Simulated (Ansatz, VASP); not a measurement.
Two plane-wave programs on Si

```
Si
1.0
     3.84753    0.00000    0.00000
    -1.92376    3.33205    0.00000
     0.00000    0.00000   18.44160
Si
4
Direct
  0.33333 0.66667 0.26954
  0.66667 0.33333 0.24401
  0.00000 0.33333 0.51197
  0.33333 0.00000 0.48644
```

Alike in both runs: task single point; functional PBE; dispersion D3(BJ); k mesh 9 × 9 × 1; occupations tetrahedron; no spin polarisation.

|  | VASP | Ansatz |
| --- | --- | --- |
| version | VASP 6.6.1 | Ansatz 0.2.0 |
| potentials or method | VASP PAW PBE potentials, release 64 (Si) | scalar-relativistic, plane waves, PAW |
| plane-wave cutoff (eV) | 400 | 420 |
| valence electrons in the cell | 16 | 16 |

|  | VASP | Ansatz | Ansatz less VASP |
| --- | --- | --- | --- |
| gap on the k mesh at the Fermi level (eV) | 0.32 | 0.32 | 0.000 |
| rms of the force components (eV/Å) | 0.066 | 0.067 | +0.0014 |

Atom by atom the forces differ by 0.003 eV/Å (rms over components). Ansatz's warnings: band table not solved further, tetrahedron derivatives may miss energy slope.
